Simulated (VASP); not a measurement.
# BeCd3Te4 in VASP: further runs

BeCd3Te4 is run at these levels: PBE; tasks: single point.

All numbers are computed with VASP 6.6.1; they aren't measurements. Logs are shortened: lines on timing, memory, paths and dates and some standing lists are left out, and cuts for length are marked.

### 1 The cell of the first run

Symmetry: P-43m, No. 215, cubic system. The conventional cell has a = 6.375 Å, b = 6.375 Å, c = 6.375 Å, α = 90.00°, β = 90.00°, γ = 90.00°. Within 3.3 Å of Be (site symmetry -43m) lie 4 Te at 2.50 Å. Within 3.8 Å of Cd (site symmetry -42m) lie 4 Te at 2.86 Å. Te (site symmetry 3m) has 1 Be at 2.50 Å and 3 Cd at 2.86 Å within 3.3 Å.

### 2 Single point, PBE

INCAR

```
PREC     = Accurate       # precision mode
ENCUT    = 520            # plane-wave cutoff, eV
EDIFF    = 1E-7           # SCF threshold, eV
ISMEAR   = 0              # smearing method
SIGMA    = 0.2            # smearing width, eV
LREAL    = F              # projectors in reciprocal space
LASPH    = T              # aspherical terms in the spheres
NELM     = 60             # most SCF steps
ALGO     = Normal         # electronic algorithm
ISIF     = 2              # what is computed and relaxed
LWAVE    = F              # write WAVECAR
LCHARG   = F              # write CHGCAR
GGA      = PE             # functional
NBANDS   = 41             # bands
```

KPOINTS

```
Automatic mesh
0
Gamma
  3 3 3
```

POSCAR

```
BeCd3Te4
1.0
    6.3750496415      0.0000000000      0.0000000000
    0.0000000000      6.3750496415      0.0000000000
    0.0000000000      0.0000000000      6.3750496415
Be Cd Te
1 3 4
Direct
    0.0000000000      0.0000000000      0.0000000000
    0.5000000000      0.0000000000      0.5000000000
    0.0000000000      0.5000000000      0.5000000000
    0.5000000000      0.5000000000      0.0000000000
    0.2265338466      0.7734661534      0.7734661534
    0.7734661534      0.7734661534      0.2265338466
    0.7734661534      0.2265338466      0.7734661534
    0.2265338466      0.2265338466      0.2265338466
```

Potentials or basis: VASP PAW PBE potentials, release 64 (Be, Cd, Te).

On the command line:

```sh
$ cat potpaw_PBE.64/Be/POTCAR potpaw_PBE.64/Cd/POTCAR potpaw_PBE.64/Te/POTCAR > POTCAR
$ mpirun -np 1 vasp_std > vasp.out
```

OUTCAR:

```text
PREC = Accurate
   ENCUT = 520
   EDIFF = 1E-7
   ISMEAR = 0
   LREAL = F
   LASPH = T
   NELM = 60
   ISIF = 2
   GGA = PE

 ion  position               nearest neighbor table
   1  0.000  0.000  0.000-   5 2.50   6 2.50   7 2.50   8 2.50
   2  0.500  0.000  0.500-   5 2.86   6 2.86   7 2.86   8 2.86
   3  0.000  0.500  0.500-   5 2.86   6 2.86   7 2.86   8 2.86
   4  0.500  0.500  0.000-   5 2.86   6 2.86   7 2.86   8 2.86
   5  0.227  0.773  0.773-   1 2.50   2 2.86   3 2.86   4 2.86
   6  0.773  0.773  0.227-   1 2.50   2 2.86   3 2.86   4 2.86
   7  0.773  0.227  0.773-   1 2.50   2 2.86   3 2.86   4 2.86
   8  0.227  0.227  0.227-   1 2.50   2 2.86   3 2.86   4 2.86

  LATTYP: Found a simple cubic cell.
 ALAT       =     6.3750496415

  Lattice vectors:

 A1 = (   6.3750496415,   0.0000000000,   0.0000000000)
 A2 = (   0.0000000000,   6.3750496415,   0.0000000000)
 A3 = (   0.0000000000,   0.0000000000,   6.3750496415)

Analysis of symmetry for initial positions (statically):
=====================================================================
 Subroutine PRICEL returns:
 Original cell was already a primitive cell.

 Routine SETGRP: Setting up the symmetry group for a
 simple cubic supercell.

 Subroutine GETGRP returns: Found 24 space group operations
 (whereof 24 operations were pure point group operations)
 out of a pool of 48 trial point group operations.

The static configuration has the point symmetry T_d .

Analysis of symmetry for dynamics (positions and initial velocities):
=====================================================================
 Subroutine PRICEL returns:
 Original cell was already a primitive cell.

 Routine SETGRP: Setting up the symmetry group for a
 simple cubic supercell.

 Subroutine GETGRP returns: Found 24 space group operations
 (whereof 24 operations were pure point group operations)
 out of a pool of 48 trial point group operations.

The dynamic configuration has the point symmetry T_d .

 Subroutine INISYM returns: Found 24 space group operations
 (whereof 24 operations are pure point group operations),
 and found     1 'primitive' translations

----------------------------------------------------------------------------------------

                                     Primitive cell

  volume of cell :     259.0900

  direct lattice vectors                    reciprocal lattice vectors
[... 84 lines left out ...]
   ISIF   =      2    stress and relaxation
   ISYM   =      2    0-nonsym 1-usesym 2-fastsym
   POTIM  = 0.5000    time-step for ionic-motion
   TEBEG  =    0.0;   TEEND  =   0.0 temperature during run
   PSTRESS=    0.0 pullay stress
   NELECT =      62.0000    total number of electrons
   NUPDOWN=      -1.0000    fix difference up-down
   EMIN   =  10.00;   EMAX   =-10.00  energy-range for DOS
   EFERMI =   0.00;   METHOD = LEGACY
   ISMEAR =     0;   SIGMA  =   0.20  broadening in eV -4-tet -1-fermi 0-gaus
   EFERMI_NEDOS =   21; number of points for ismear=-14 and -15
   IALGO  =     38    algorithm
   IMIX   =      4    mixing-type and parameters
     AMIX     =   0.40;   BMIX     =  1.00
     AMIX_MAG =   1.60;   BMIX_MAG =  1.00
  volume/ion in A,a.u.               =      32.39       218.55
  Fermi-wavevector in a.u.,A,eV,Ry     =   1.016378  1.920675 14.055142  1.033024
  Thomas-Fermi vector in A             =   2.149718
   LORBIT       =      0    0 simple, 1 ext, 2 COOP (PROOUT), +10 PAW based schemes
   GGA     = PE    functional components
   LHFCALC =     F    Hartree Fock is set to
   AEXX    =    0.0000 exact exchange contribution
   IVDW    =     0    specifies the selected vdW correction
   LEPSILON=     F    determine dielectric tensor
   LRPA    =     F    only Hartree local field effects (RPA)
 non-spin polarized calculation
 Gauss-broadening in eV      SIGMA  =   0.20
  energy-cutoff  :      520.00
  volume of cell :      259.09
 maximum number of plane-waves:      6979
 NGX is ok and might be reduce to    48
   NGX = 23   NGY = 23   NGZ = 23

 number of electron      62.0000013 magnetization

 Free energy of the ion-electron system (eV)
  ---------------------------------------------------
  ext. energy  EPLUGINS =         0.00000000
  ---------------------------------------------------
  free energy    TOTEN  =       -21.76925051 eV

  energy without entropy =      -21.76924360  energy(sigma->0) =      -21.76924706

 E-fermi :   3.0041     XC(G=0):  -8.5187

 val. band max:        2.4323773071   @ k =   0.0000   0.0000   0.0000
 cond. band min:       3.5381067074   @ k =   0.0000   0.0000   0.0000
 fundamental gap:      1.1057294003
 Fermi energy:         3.0040788872

 k-point     1 :       0.0000    0.0000    0.0000
  band No.  band energies     occupation
      1      -8.6840      2.00000
      2      -7.9148      2.00000
      3      -7.9148      2.00000
      4      -7.9148      2.00000
      5      -5.6466      2.00000
      6      -5.6466      2.00000
[... 165 lines left out ...]
     40       7.5673      0.00000
     41       8.2626      0.00000

------------------------ aborting loop because EDIFF is reached ----------------------------------------

  FORCE on cell =-STRESS in cart. coord.  units (eV):
  Direction    XX          YY          ZZ          XY          YZ          ZX
  --------------------------------------------------------------------------------------
  -------------------------------------------------------------------------------------
  Total        0.1246877      0.1246877      0.1246877      0.0000000      0.0000000     -0.0000000
  in kB        0.7710517      0.7710517      0.7710517      0.0000000      0.0000000     -0.0000000
  external PRESSURE =       0.7710517 kB  Pullay stress =       0.0000000 kB

 VOLUME and BASIS-vectors are now :
 -----------------------------------------------------------------------------
  energy-cutoff  :      520.00
  volume of cell :      259.09
      direct lattice vectors                 reciprocal lattice vectors
     6.375049642  0.000000000  0.000000000     0.156861524  0.000000000  0.000000000
     0.000000000  6.375049642  0.000000000     0.000000000  0.156861524  0.000000000
     0.000000000  0.000000000  6.375049642     0.000000000  0.000000000  0.156861524

 POSITION                                       TOTAL-FORCE (eV/Angst)
 -----------------------------------------------------------------------------------
      0.00000      0.00000      0.00000         0.000000     -0.000000     -0.000000
      3.18752      0.00000      3.18752         0.000000     -0.000000     -0.000000
      0.00000      3.18752      3.18752         0.000000     -0.000000     -0.000000
      3.18752      3.18752      0.00000         0.000000     -0.000000     -0.000000
      1.44416      4.93089      4.93089        -0.000772      0.000772      0.000772
      4.93089      4.93089      1.44416         0.000772      0.000772     -0.000772
      4.93089      1.44416      4.93089         0.000772     -0.000772      0.000772
      1.44416      1.44416      1.44416        -0.000772     -0.000772     -0.000772
 -----------------------------------------------------------------------------------
    total drift:                               -0.000000     -0.000000      0.000000

  FREE ENERGIE OF THE ION-ELECTRON SYSTEM (eV)
  ---------------------------------------------------
  free  energy   TOTEN  =       -21.7692505146 eV

  energy  without entropy=      -21.7692436033  energy(sigma->0) =      -21.76924706
```

OSZICAR:

```text
N       E                     dE             d eps       ncg     rms          rms(c)
DAV:   1     0.370700752503E+03    0.37070E+03   -0.26811E+04   328   0.130E+03
DAV:   2     0.346363075269E+00   -0.37035E+03   -0.35305E+03   382   0.295E+02
DAV:   3    -0.223637460684E+02   -0.22710E+02   -0.22499E+02   375   0.725E+01
[... 11 lines left out ...]
DAV:  15    -0.217692499507E+02   -0.60283E-06   -0.27076E-06   349   0.855E-03    0.102E-02
DAV:  16    -0.217692502594E+02   -0.30875E-06   -0.14641E-07   286   0.160E-03    0.367E-03
DAV:  17    -0.217692510102E+02   -0.75077E-06   -0.22151E-07   268   0.175E-03    0.476E-03
DAV:  18    -0.217692505659E+02    0.44429E-06   -0.26340E-08   167   0.618E-04    0.306E-04
DAV:  19    -0.217692505146E+02    0.51370E-07   -0.65875E-09   167   0.501E-04
   1 F= -.21769251E+02 E0= -.21769247E+02  d E =-.691122E-05
```

stdout:

```text
POSCAR found type information on POSCAR BeCdTe
 POSCAR found :  3 types and       8 ions
 scaLAPACK will be used
 LDA part: xc-table for (Slater+PW92), standard interpolation
 POSCAR, INCAR and KPOINTS ok, starting setup
 FFT: planning ... GRIDC
 FFT: planning ... GRID_SOFT
 FFT: planning ... GRID
 WAVECAR not read
 entering main loop
```

It took 2.2 min on 1 thread of Intel Xeon 8259CL, shared host; peak memory 0.31 GiB.

Results:

```yaml
Free_energy: -21.7693 eV
Pressure: 0.1 GPa
Band_gap_on_the_k_mesh: 1.11 eV
```

Caveat: spin-orbit coupling is left out, which moves the levels of the heavy elements.

### 3 Single point, PBE

INCAR

```
SYSTEM = BeCd3Te4
  PREC = Accurate
  ENCUT = 520
  EDIFF = 1E-7
  ISMEAR = 0
  SIGMA = 0.1
  LREAL = .FALSE.
  LASPH = .TRUE.
  NELM = 60
  ALGO = Normal
  ISIF = 2
  LWAVE = .FALSE.
  LCHARG = .TRUE.
  GGA = PE
  LELF = .TRUE.
  LVHAR = .TRUE.
  NBANDS = 41
```

KPOINTS

```
Automatic mesh
0
G
  2 2 2
  0 0 0
```

POSCAR is that of step 2.

Potentials or basis: VASP PAW PBE potentials, release 64 (Be, Cd, Te).

On the command line:

```sh
$ cat potpaw_PBE.64/Be/POTCAR potpaw_PBE.64/Cd/POTCAR potpaw_PBE.64/Te/POTCAR > POTCAR
$ mpirun -np 1 vasp_std > vasp.out
```

It took 2.2 min on 1 thread of Intel Xeon 8259CL, shared host; peak memory 0.31 GiB.

It converged, with:

| Property | Result |
| --- | --- |
| Free energy | -21.5101 eV |
| Pressure | 0.2 GPa |
| Largest force | 0.039 eV/Å |
| Band gap on the k mesh | 1.09 eV |

Forces in eV/Å, atoms in the order of the input:
```
Be   0.000  0.000  0.000
Cd   0.000  0.000  0.000
Cd   0.000  0.000  0.000
Cd   0.000  0.000  0.000
Te   0.023 -0.023 -0.023
Te  -0.023 -0.023  0.023
Te  -0.023  0.023 -0.023
Te   0.023  0.023  0.023
```

Levels at points of the mesh, in eV from the valence-band top:
| k point | band 27 | band 28 | band 29 | band 30 | band 31 | band 32 | band 33 | band 34 | band 35 | band 36 |
| --- | --- | --- | --- | --- | --- | --- | --- | --- | --- | --- |
| (0.00, 0.00, 0.00) | -1.61 | -1.61 | 0.00 | 0.00 | 0.00 | 1.09 | 2.24 | 2.24 | 2.66 | 2.66 |
| (0.50, 0.00, 0.00) | -2.20 | -1.19 | -1.19 | -0.69 | -0.69 | 2.70 | 2.95 | 3.28 | 3.52 | 4.19 |
| (0.50, 0.50, 0.00) | -1.74 | -0.94 | -0.94 | -0.87 | -0.19 | 2.41 | 3.46 | 3.46 | 3.49 | 4.59 |
| (0.50, 0.50, 0.50) | -0.54 | -0.54 | -0.54 | -0.46 | -0.46 | 1.75 | 1.75 | 1.75 | 2.25 | 4.78 |

Caveat: the k points lie up to 0.49 Å⁻¹ apart; spin-orbit coupling is left out, which moves the levels of the heavy elements.

### 4 Single point, PBE

This run uses another cell than the first one, of 32.49 Å³/atom.

INCAR

```
SYSTEM = BeCd3Te4
PREC = Accurate ; ENCUT = 520
EDIFF = 1E-6 ; ISMEAR = 0
SIGMA = 0.1 ; LREAL = .FALSE.
LASPH = .TRUE. ; NELM = 100
ALGO = Normal ; ISIF = 2
LWAVE = .FALSE. ; LCHARG = .FALSE.
GGA = PE ; NBANDS = 41
```

KPOINTS

```
regular mesh
0
G
  2 2 2
  0 0 0
```

POSCAR

```
BeCd3Te4
1.0
    6.3819247937     -0.0001181542     -0.0006864104
   -0.0001211862      6.3829731354      0.0017343682
   -0.0006884154      0.0017118732      6.3811420303
Be Cd Te
1 3 4
Direct
   -0.0000065536     -0.0002058632      0.0001258574
    0.4993548046      0.0001460665      0.5000672432
    0.0001513416      0.4992999784      0.4999719132
    0.5007559840      0.5006511737     -0.0001959612
    0.2267509416      0.7727666907      0.7728677368
    0.7729860302      0.7732316274      0.2277133999
    0.7727583081      0.2267646170      0.7729591368
    0.2272491434      0.2273457094      0.2264906740
```

On the command line:

```sh
$ cat potpaw_PBE.64/Be/POTCAR potpaw_PBE.64/Cd/POTCAR potpaw_PBE.64/Te/POTCAR > POTCAR
$ mpirun -np 1 vasp_std > vasp.out
```

It took 2.9 min on 1 thread of Intel Xeon 8259CL, shared host; peak memory 0.32 GiB.

It converged, with:

| Quantity | Value |
| --- | --- |
| Free energy | -21.5114 eV |
| Pressure | 0.1 GPa |
| Largest force | 0.008 eV/Å |
| Band gap on the k mesh | 1.08 eV |

Forces in eV/Å, atoms in the order of the input:
```
Be  -0.001  0.003  0.000
Cd   0.002  0.001 -0.001
Cd  -0.002  0.003 -0.001
Cd  -0.003 -0.003  0.002
Te  -0.002  0.001  0.005
Te   0.004 -0.001 -0.006
Te   0.003  0.000  0.003
Te  -0.001 -0.003 -0.002
```

Levels at points of the mesh, in eV from the valence-band top:
```tsv
k point	band 29	band 30	band 31	band 32	band 33	band 34
(0.00, 0.00, 0.00)	0.00	0.00	0.00	1.08	2.24	2.24
(0.50, 0.00, 0.00)	-1.19	-0.70	-0.70	2.70	2.95	3.27
(0.00, 0.50, 0.00)	-1.19	-0.70	-0.70	2.70	2.95	3.27
(0.50, 0.50, 0.00)	-0.94	-0.87	-0.21	2.41	3.44	3.44
(0.00, 0.00, 0.50)	-1.19	-0.70	-0.70	2.70	2.95	3.27
(0.50, 0.00, 0.50)	-0.94	-0.87	-0.20	2.41	3.44	3.44
(0.00, 0.50, 0.50)	-0.94	-0.87	-0.21	2.41	3.44	3.44
(0.50, 0.50, 0.50)	-0.54	-0.46	-0.46	1.75	1.75	1.75
```

Caveat: the k points lie up to 0.49 Å⁻¹ apart; spin-orbit coupling is left out, which moves the levels of the heavy elements.

### 5 Summary

```csv
cell,k mesh,smearing,gap on the mesh (eV),pressure (GPa),largest force (eV/Å)
"a = 6.375 Å, 8 atoms",3 × 3 × 3,gaussian 0.2 eV,1.11,0.1,-
"a = 6.375 Å, 8 atoms",2 × 2 × 2,gaussian 0.1 eV,1.09,0.2,0.04
"a = 6.382, b = 6.383, c = 6.381 Å, 8 atoms",2 × 2 × 2,gaussian 0.1 eV,1.08,0.1,0.01
```

Alike in all rows: task single point; level PBE; potentials or basis VASP PAW PBE potentials, release 64 (Be, Cd, Te); no spin polarisation; cutoff (eV) 520.

Caveats: some runs use coarse meshes; spin-orbit coupling is left out, which moves the levels of the heavy elements.

Total energies depend on the potentials used, so only differences within one code and one set of settings carry meaning.
